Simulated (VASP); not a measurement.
# NaC4 (Pmmm) in VASP: notebook

NaC4 is run at these levels: PBE; tasks: single point, relaxation of cell and atoms.

Program: VASP 6.6.1. These are calculated values, not measurements. Logs are shortened: lines on timing, memory, paths and dates and some standing lists are left out, and cuts for length are marked.

### Step 1. The cell of the first run

The structure is orthorhombic, space group Pmmm (No. 47). The conventional cell has a = 2.533 Å, b = 4.324 Å, c = 4.687 Å, α = 90.00°, β = 90.00°, γ = 90.00°. Na (site symmetry mmm) has 2 Na at 2.53 Å and 12 C at 2.75 to 2.76 Å within 3.3 Å. Within 1.9 Å of C (site symmetry m2m) lie 3 C at 1.43 to 1.46 Å. Within 1.9 Å of C (site symmetry m2m) lie 3 C at 1.45 to 1.46 Å.

### Step 2. Single point, PBE

INCAR reads:

```
SYSTEM = NaC4
PREC = Accurate
ENCUT = 520
EDIFF = 1E-7
ISMEAR = 0
SIGMA = 0.1
LREAL = .False.
LASPH = .True.
NELM = 100
ALGO = Normal
ISIF = 2
LWAVE = .False.
LCHARG = .True.
GGA = PE
LELF = .True.
LVHAR = .True.
NBANDS = 20
```

KPOINTS reads:

```
Automatic mesh
0
Gamma
  8 6 4
  0 0 0
```

POSCAR reads:

```
NaC4
1.0
    2.5330200515      0.0000000000      0.0000000000
    0.0000000000      4.6868984583      0.0000000000
    0.0000000000      0.0000000000      4.3242718986
Na C
1 4
Direct
    0.0000000000      0.5000000000      0.0000000000
    0.0000000000      0.0000000000      0.3349036780
    0.5000000000      0.0000000000      0.8325613290
    0.5000000000      0.0000000000      0.1674386710
    0.0000000000      0.0000000000      0.6650963220
```

Potentials or basis: VASP PAW PBE potentials, release 64 (Na_pv, C).

Launch:

```sh
cat potpaw_PBE.64/Na_pv/POTCAR potpaw_PBE.64/C/POTCAR > POTCAR
mpirun -np 1 vasp_std > vasp.out
```

OUTCAR:

```text
SYSTEM = NaC4
   PREC = Accurate
   ENCUT = 520
   EDIFF = 1E-7
   ISMEAR = 0
   LREAL = .False.
   LASPH = .True.
   NELM = 100
   ISIF = 2
   GGA = PE

 ion  position               nearest neighbor table
   1  0.000  0.500  0.000-
   2  0.000  0.000  0.335-   5 1.43   4 1.46   4 1.46
   3  0.500  0.000  0.833-   4 1.45   5 1.46   5 1.46
   4  0.500  0.000  0.167-   3 1.45   2 1.46   2 1.46
   5  0.000  0.000  0.665-   2 1.43   3 1.46   3 1.46

  LATTYP: Found a simple orthorhombic cell.
 ALAT       =     2.5330200515
 B/A-ratio  =     1.7071605478
 C/A-ratio  =     1.8503203145

  Lattice vectors:

 A1 = (  -2.5330200515,   0.0000000000,   0.0000000000)
 A2 = (   0.0000000000,   0.0000000000,   4.3242718986)
 A3 = (   0.0000000000,   4.6868984583,   0.0000000000)

Analysis of symmetry for initial positions (statically):
=====================================================================
 Subroutine PRICEL returns:
 Original cell was already a primitive cell.

 Routine SETGRP: Setting up the symmetry group for a
 simple orthorhombic supercell.

 Subroutine GETGRP returns: Found  8 space group operations
 (whereof  8 operations were pure point group operations)
 out of a pool of  8 trial point group operations.

The static configuration has the point symmetry D_2h.

Analysis of symmetry for dynamics (positions and initial velocities):
=====================================================================
 Subroutine PRICEL returns:
 Original cell was already a primitive cell.

 Routine SETGRP: Setting up the symmetry group for a
 simple orthorhombic supercell.

 Subroutine GETGRP returns: Found  8 space group operations
 (whereof  8 operations were pure point group operations)
 out of a pool of  8 trial point group operations.

The dynamic configuration has the point symmetry D_2h.

 Subroutine INISYM returns: Found  8 space group operations
 (whereof  8 operations are pure point group operations),
 and found     1 'primitive' translations

----------------------------------------------------------------------------------------

                                     Primitive cell

  volume of cell :      51.3378

  direct lattice vectors                    reciprocal lattice vectors
     2.533020051  0.000000000  0.000000000     0.394785663  0.000000000  0.000000000
     0.000000000  4.686898458  0.000000000     0.000000000  0.213360714  0.000000000
     0.000000000  0.000000000  4.324271899     0.000000000  0.000000000  0.231252804

  length of vectors
     2.533020051  4.686898458  4.324271899     0.394785663  0.213360714  0.231252804

  position of ions in fractional coordinates (direct lattice)
     0.000000000  0.500000000  0.000000000
     0.000000000  0.000000000  0.334903678
     0.500000000  0.000000000  0.832561329
     0.500000000  0.000000000  0.167438671
     0.000000000  0.000000000  0.665096322

  ion indices of the primitive-cell ions
   primitive index   ion index
                 1           1
                 2           2
                 3           3
                 4           4
                 5           5

----------------------------------------------------------------------------------------

 KPOINTS: Automatic mesh

Automatic generation of k-mesh.
 Grid dimensions read from file:
 generate k-points for:    8    6    4

 Generating k-lattice:

  Cartesian coordinates                     Fractional coordinates (reciprocal lattice)
     0.049348208  0.000000000  0.000000000     0.125000000  0.000000000  0.000000000
     0.000000000  0.035560119  0.000000000     0.000000000  0.166666667  0.000000000
     0.000000000  0.000000000  0.057813201     0.000000000  0.000000000  0.250000000

  Length of vectors
     0.049348208  0.035560119  0.057813201

  Shift w.r.t. Gamma in fractional coordinates (k-lattice)
     0.000000000  0.000000000  0.000000000

 Subroutine IBZKPT returns following result:
 ===========================================

 Found     60 irreducible k-points:

 Following reciprocal coordinates:
            Coordinates               Weight
  0.000000  0.000000  0.000000      1.000000
  0.125000  0.000000  0.000000      2.000000
  0.250000  0.000000  0.000000      2.000000
  0.375000  0.000000  0.000000      2.000000
  0.500000  0.000000  0.000000      1.000000
  0.000000  0.166667  0.000000      2.000000
[... 16 lines left out ...]
  0.250000  0.000000  0.250000      4.000000
  0.375000  0.000000  0.250000      4.000000
 [... further k-points ...]
   k-points           NKPTS =     60   k-points in BZ     NKDIM =     60   number of bands    NBANDS=     20
   number of dos      NEDOS =    301   number of ions     NIONS =      5
   total plane-waves  NPLWV =  23040
   dimension x,y,z NGX =    20 NGY =   36 NGZ =   32
   dimension x,y,z NGXF=    40 NGYF=   72 NGZF=   64
   ions per type =               1   4
   NGX,Y,Z   is equivalent  to a cutoff of  13.13, 12.77, 12.30 a.u.
   NGXF,Y,Z  is equivalent  to a cutoff of  26.25, 25.54, 24.60 a.u.
 SYSTEM =  NaC4
   PREC   = accura    normal or accurate (medium, high low for compatibility)
   ISTART =      0    job   : 0-new  1-cont  2-samecut
   ICHARG =      2    charge: 1-file 2-atom 10-const
   ISPIN  =      1    spin polarized calculation?
   LNONCOLLINEAR =      F non collinear calculations
   LSORBIT =      F    spin-orbit coupling
   LASPH  =      T    aspherical Exc in radial PAW
   ENCUT  =  520.0 eV  38.22 Ry    6.18 a.u.   4.71  8.71  8.04*2*pi/ulx,y,z
   NELM   =    100;   NELMIN=  2; NELMDL= -5     # of ELM steps
   EDIFF  = 0.1E-06   stopping-criterion for ELM
   LREAL  =      F    real-space projection
   EDIFFG = 0.1E-05   stopping-criterion for IOM
   NSW    =      0    number of steps for IOM
   IBRION =     -1    ionic relax: 0-MD 1-quasi-New 2-CG
   NFREE  =      0    steps in history (QN), initial steepest desc. (CG)
   ISIF   =      2    stress and relaxation
   ISYM   =      2    0-nonsym 1-usesym 2-fastsym
   POTIM  = 0.5000    time-step for ionic-motion
   TEBEG  =    0.0;   TEEND  =   0.0 temperature during run
   PSTRESS=    0.0 pullay stress
   NELECT =      23.0000    total number of electrons
   NUPDOWN=      -1.0000    fix difference up-down
   EMIN   =  10.00;   EMAX   =-10.00  energy-range for DOS
   EFERMI =   0.00;   METHOD = LEGACY
   ISMEAR =     0;   SIGMA  =   0.10  broadening in eV -4-tet -1-fermi 0-gaus
   EFERMI_NEDOS =   21; number of points for ismear=-14 and -15
   IALGO  =     38    algorithm
   IMIX   =      4    mixing-type and parameters
     AMIX     =   0.40;   BMIX     =  1.00
     AMIX_MAG =   1.60;   BMIX_MAG =  1.00
  volume/ion in A,a.u.               =      10.27        69.29
  Fermi-wavevector in a.u.,A,eV,Ry     =   1.252675  2.367212 21.350187  1.569194
  Thomas-Fermi vector in A             =   2.386564
   LORBIT       =      0    0 simple, 1 ext, 2 COOP (PROOUT), +10 PAW based schemes
   GGA     = PE    functional components
   LHFCALC =     F    Hartree Fock is set to
   AEXX    =    0.0000 exact exchange contribution
   IVDW    =     0    specifies the selected vdW correction
   LEPSILON=     F    determine dielectric tensor
   LRPA    =     F    only Hartree local field effects (RPA)
 non-spin polarized calculation
 Gauss-broadening in eV      SIGMA  =   0.10
  energy-cutoff  :      520.00
  volume of cell :       51.34
 maximum number of plane-waves:      1404
 NGX is ok and might be reduce to    20
   NGX =  9   NGY = 17   NGZ = 17

 number of electron      22.9999993 magnetization

 Free energy of the ion-electron system (eV)
  ---------------------------------------------------
  ext. energy  EPLUGINS =         0.00000000
  ---------------------------------------------------
  free energy    TOTEN  =       -37.48019792 eV

  energy without entropy =      -37.47693748  energy(sigma->0) =      -37.47856770

 E-fermi :   5.8265     XC(G=0):  -9.8619

 val. band max:        5.8076309329   @ k =   0.0000   0.0000   0.0000
 cond. band min:       5.8651832531   @ k =   0.5000   0.0000   0.5000
 fundamental gap:      0.0575523202
 Fermi energy:         5.8265059257

 k-point     1 :       0.0000    0.0000    0.0000
  band No.  band energies     occupation
      1     -20.5217      2.00000
      2     -20.5104      2.00000
      3     -20.3737      2.00000
      4     -14.5685      2.00000
      5      -9.3539      2.00000
      6      -8.3629      2.00000
[... 12 lines left out ...]
     19      15.2601      0.00000
     20      15.7412      0.00000

 k-point     2 :       0.1250    0.0000    0.0000
  band No.  band energies     occupation
      1     -20.5106      2.00000
      2     -20.4978      2.00000
      3     -20.4577      2.00000
      4     -14.3006      2.00000
      5      -9.1214      2.00000
      6      -8.1571      2.00000
[... 12 lines left out ...]
     19      14.3565      0.00000
     20      16.1832      0.00000

 k-point     3 :       0.2500    0.0000    0.0000
  band No.  band energies     occupation
      1     -20.6568      2.00000
      2     -20.4836      2.00000
      3     -20.4674      2.00000
      4     -13.5039      2.00000
      5      -8.4259      2.00000
      6      -7.7127      2.00000
[... 12 lines left out ...]
     19      15.0936      0.00000
     20      15.2578      0.00000

 k-point     4 :       0.3750    0.0000    0.0000
  band No.  band energies     occupation
      1     -20.8509      2.00000
      2     -20.4565      2.00000
      3     -20.4369      2.00000
      4     -12.2016      2.00000
      5      -8.4846      2.00000
      6      -7.2746      2.00000
[... 429 lines left out ...]
 k-point    23 :       0.2500    0.0000    0.2500
  band No.  band energies     occupation
      1     -20.6565      2.00000
      2     -20.4857      2.00000
      3     -20.4671      2.00000
      4     -13.1438      2.00000
      5     -10.3474      2.00000
      6      -5.8426      2.00000
[... 12 lines left out ...]
     19      15.8808      0.00000
     20      17.3035      0.00000

 k-point    24 :       0.3750    0.0000    0.2500
  band No.  band energies     occupation
      1     -20.8506      2.00000
      2     -20.4582      2.00000
      3     -20.4367      2.00000
      4     -11.8505      2.00000
      5      -9.2752      2.00000
      6      -7.5869      2.00000
[... 12 lines left out ...]
     19      15.9436      0.00000
     20      16.6492      0.00000

 [... further k-points ...]
[... 5 lines left out ...]
  --------------------------------------------------------------------------------------
  -------------------------------------------------------------------------------------
  Total        0.1285207      0.0599415      0.1101927      0.0000000      0.0000000      0.0000000
  in kB        4.0109441      1.8706855      3.4389526      0.0000000      0.0000000      0.0000000
  external PRESSURE =       3.1068607 kB  Pullay stress =       0.0000000 kB

 VOLUME and BASIS-vectors are now :
 -----------------------------------------------------------------------------
  energy-cutoff  :      520.00
  volume of cell :       51.34
      direct lattice vectors                 reciprocal lattice vectors
     2.533020051  0.000000000  0.000000000     0.394785663  0.000000000  0.000000000
     0.000000000  4.686898458  0.000000000     0.000000000  0.213360714  0.000000000
     0.000000000  0.000000000  4.324271899     0.000000000  0.000000000  0.231252804

 POSITION                                       TOTAL-FORCE (eV/Angst)
 -----------------------------------------------------------------------------------
      0.00000      2.34345      0.00000        -0.000000      0.000000     -0.000000
      0.00000      0.00000      1.44821        -0.000000      0.000000      0.021379
      1.26651      0.00000      3.60022         0.000000      0.000000      0.012663
      1.26651      0.00000      0.72405        -0.000000      0.000000     -0.012663
      0.00000      0.00000      2.87606        -0.000000      0.000000     -0.021379
 -----------------------------------------------------------------------------------
    total drift:                                0.000000      0.000000      0.000000

  FREE ENERGIE OF THE ION-ELECTRON SYSTEM (eV)
  ---------------------------------------------------
  free  energy   TOTEN  =       -37.4801979214 eV

  energy  without entropy=      -37.4769374772  energy(sigma->0) =      -37.47856770
```

It took 41 s on 1 thread of Intel Xeon Platinum 8488C (Sapphire Rapids), shared host; peak memory 0.18 GiB.

Results:

```
Free energy   : -37.4802 eV
Pressure      : 0.3 GPa
Largest force : 0.021 eV/Å
```

Forces on the atoms (eV/Å):
```
Na   0.000  0.000  0.000
C    0.000  0.000  0.021
C    0.000  0.000  0.013
C    0.000  0.000 -0.013
C    0.000  0.000 -0.021
```

Levels at points of the mesh, in eV from the Fermi level:
```
           k point  band 8  band 9  band 10  band 11  band 12  band 13  band 14  band 15
(0.00, 0.00, 0.00)   -7.54   -4.20    -4.16    -3.79    -1.28    -0.02     5.01     5.68
(0.50, 0.00, 0.00)   -9.94   -9.91    -4.60    -4.12     1.09     1.19     3.54     4.95
(0.00, 0.50, 0.00)   -7.54   -4.20    -4.16    -3.96    -0.52     1.41     5.09     5.20
(0.50, 0.50, 0.00)   -9.92   -9.91    -4.80    -4.46     0.78     1.09     5.55     7.03
(0.00, 0.00, 0.50)   -7.34   -7.10    -6.19    -6.18     0.68     0.68     5.38     5.43
(0.50, 0.00, 0.50)   -7.39   -7.30    -4.27    -3.75     0.04     0.04     4.86     5.19
(0.00, 0.50, 0.50)   -7.88   -7.45    -6.19    -6.18     3.07     3.42     5.27     5.27
(0.50, 0.50, 0.50)   -7.39   -7.30    -4.40    -3.95    -0.55    -0.42     5.52     5.64
```

Caveat: the k points lie up to 0.36 Å⁻¹ apart.

### Step 3. Relaxation of cell and atoms, PBE

This run uses another cell than the first one, of 6.96 Å³/atom, 0.678 times its volume.

INCAR reads:

```
ALGO = Normal ; EDIFF = 1E-7
EDIFFG = -0.04 ; ENCUT = 600
GGA = PE ; IBRION = 2
ISIF = 3 ; ISMEAR = 0
LASPH = T ; LCHARG = F
LREAL = F ; LWAVE = F
NELM = 100 ; NSW = 90
PREC = Accurate ; SIGMA = 0.1
```

KPOINTS reads:

```
k-points
0
Gamma
  8 6 4
```

POSCAR reads:

```
NaC4
1.0
    2.4560180200      0.0000000000      0.0000000000
    0.0000000000      3.3326681100      0.0000000000
    0.0000000000      0.0000000000      4.2539479700
Na C
1 4
Direct
    0.0000000000      0.5000000000      0.0000000000
    0.0000000000      0.0000000000      0.3333333300
    0.5000000000      0.0000000000      0.8333333300
    0.5000000000      0.0000000000      0.1666666700
    0.0000000000      0.0000000000      0.6666666700
```

Potentials or basis: VASP PAW PBE potentials, release 64 (Na_pv, C).

Launch:

```sh
cat potpaw_PBE.64/Na_pv/POTCAR potpaw_PBE.64/C/POTCAR > POTCAR
mpirun -np 1 vasp_std > vasp.out
```

OUTCAR:

```text
EDIFF = 1E-7
   EDIFFG = -0.04
   ENCUT = 600
   GGA = PE
   IBRION = 2
   ISIF = 3
   ISMEAR = 0
   LASPH = T
   LREAL = F
   NELM = 100
   NSW = 90
   PREC = Accurate

 ion  position               nearest neighbor table
   1  0.000  0.500  0.000-   2 2.19   5 2.19   2 2.19   5 2.19   4 2.19   3 2.19   4 2.19   3 2.19
                             3 2.19   4 2.19   3 2.19   4 2.19
   2  0.000  0.000  0.333-   4 1.42   4 1.42   5 1.42   1 2.19   1 2.19
   3  0.500  0.000  0.833-   5 1.42   5 1.42   4 1.42   1 2.19   1 2.19   1 2.19   1 2.19
   4  0.500  0.000  0.167-   2 1.42   2 1.42   3 1.42   1 2.19   1 2.19   1 2.19   1 2.19
   5  0.000  0.000  0.667-   3 1.42   3 1.42   2 1.42   1 2.19   1 2.19

  LATTYP: Found a simple orthorhombic cell.
 ALAT       =     2.4560180200
 B/A-ratio  =     1.3569396001
 C/A-ratio  =     1.7320507974

  Lattice vectors:

 A1 = (   2.4560180200,   0.0000000000,   0.0000000000)
[... 399 lines left out ...]
 k-point     1 :       0.0000    0.0000    0.0000
  band No.  band energies     occupation
      1     -20.0088      2.00000
      2     -20.0082      2.00000
      3     -19.8520      2.00000
      4     -14.2783      2.00000
      5      -9.0843      2.00000
      6      -8.0613      2.00000
      7      -2.6538      2.00000
      8      -1.4392      2.00000
      9       1.9050      2.00000
     10       1.9372      2.00000
     11       2.2998      2.00000
     12       5.3348      2.00000
     13       6.1666      1.88392
     14      11.0080      0.00000
[... 401 lines left out ...]
      2     -19.9438      2.00000
      3     -19.9310      2.00000
      4     -11.5604      2.00000
      5      -8.9918      2.00000
      6      -7.3101      2.00000
      7      -4.8255      2.00000
      8      -3.3859      2.00000
      9      -1.0200      2.00000
     10       0.2818      2.00000
     11       2.7356      2.00000
     12       5.9931      1.99994
     13       8.8675      0.00000
     14       8.9082      0.00000
     15      12.0493      0.00000

 [... further k-points ...]
[... 5 lines left out ...]
  --------------------------------------------------------------------------------------
  -------------------------------------------------------------------------------------
  Total       -0.0131056      0.0101477      0.0535684      0.0000000      0.0000000      0.0000000
  in kB       -0.4288738      0.3320785      1.7529965      0.0000000      0.0000000      0.0000000
  external PRESSURE =       0.5520671 kB  Pullay stress =       0.0000000 kB
[... 20 lines left out ...]
  FREE ENERGIE OF THE ION-ELECTRON SYSTEM (eV)
  ---------------------------------------------------
  free  energy   TOTEN  =       -37.3840980778 eV

  energy  without entropy=      -37.3808667758  energy(sigma->0) =      -37.38248243

 reached required accuracy - stopping structural energy minimisation
```

It took 4.6 min on 1 thread of Intel Xeon Platinum 8488C (Sapphire Rapids), shared host; peak memory 0.16 GiB.

Results:

* Free energy: -37.3841 eV
* Relaxed volume: 9.79 Å³/atom
* Relaxed cell: a = 2.537 Å, b = 4.453 Å, c = 4.333 Å, α = 90.00°, β = 90.00°, γ = 90.00°
* Space group after relaxing (to 0.05 Å): Pmmm (No. 47)
* Energy gained by relaxing: 486.4 meV/atom
* Ionic steps: 17
* Pressure after relaxing: 0.1 GPa
* Largest force after relaxing: 0.018 eV/Å

Forces in eV/Å, atoms in the order of the input:
```
Na   0.000  0.000  0.000
C    0.000  0.000  0.009
C    0.000  0.000  0.018
C    0.000  0.000 -0.018
C    0.000  0.000 -0.009
```

Stress tensor (GPa, compression positive):
```
-0.04  0.00  0.00
 0.00  0.03  0.00
 0.00  0.00  0.18
```

Step by step:
```csv
step,energy change (eV),largest force (eV/Å),pressure (GPa),volume (Å³)
1,0.0000,1.8520,59.84,34.82
2,-0.6544,4.8015,-21.26,49.59
3,-1.3733,2.4607,1.24,42.26
4,-2.0101,2.7307,-4.28,46.49
5,-2.0108,2.6678,-4.29,46.42
6,-2.3765,1.9052,3.29,48.03
7,-2.3939,0.9522,1.53,47.79
8,-2.4100,1.0551,0.95,48.28
9,-2.4255,0.1880,1.01,48.08
10,-2.4270,0.2729,0.29,48.34
11,-2.4272,0.1832,0.48,48.27
12,-2.4292,0.0836,0.03,48.50
13,-2.4303,0.0736,-0.61,48.82
14,-2.4318,0.0389,-0.10,48.92
15,-2.4319,0.0591,0.06,48.95
16,-2.4318,0.0915,0.05,48.97
17,-2.4320,0.0181,0.06,48.96
```

Final structure:
```
Na C
1.0
     2.53719    0.00000    0.00000
     0.00000    4.45335    0.00000
     0.00000    0.00000    4.33309
Na C
1 4
Direct
  0.00000 0.50000 0.00000
  0.00000 0.00000 0.33518
  0.50000 0.00000 0.83167
  0.50000 0.00000 0.16833
  0.00000 0.00000 0.66482
```

Caveat: the k points lie up to 0.36 Å⁻¹ apart in the final cell; the volume moved by over 15 % at a fixed basis, so the end points are rough.

(Part 1 of 2 ends here.)
